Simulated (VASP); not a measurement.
Runs of VASP 6.6.1 on Mg4O. The structure is that of space group Pm-3m (No. 221), or close to it. The cells are those of the table. The cell was built from a structure type or drawn by symmetry, and may not be a known phase.

```tsv
task	spin	cell	k mesh	cutoff (eV)	gap on the mesh (eV)	pressure (GPa)
relaxation of cell and atoms	off	relaxed from a = 4.416 Å, 5 atoms	8 × 8 × 8	600	none	0.0
single point	off	a = 4.225 Å, 5 atoms	4 × 4 × 4	520	none	10.3
single point	off	a = 4.427 Å, 5 atoms	8 × 8 × 8	520	none	(a)
single point	collinear, ferromagnetic start	a = 4.416 Å, 5 atoms	4 × 4 × 4	520	none	0.1
single point	off	a = 4.416 Å, 5 atoms	4 × 4 × 4	520	none	0.1
```

Alike in all rows: level PBE; potentials or basis VASP PAW PBE potentials, release 64 (Mg, O); smearing gaussian 0.1 eV.

Q: Estimate the missing entries.

A: (a) -0.3.

Caveats: some runs use coarse meshes.

A gap of «none» marks levels without a gap at the run's occupations.
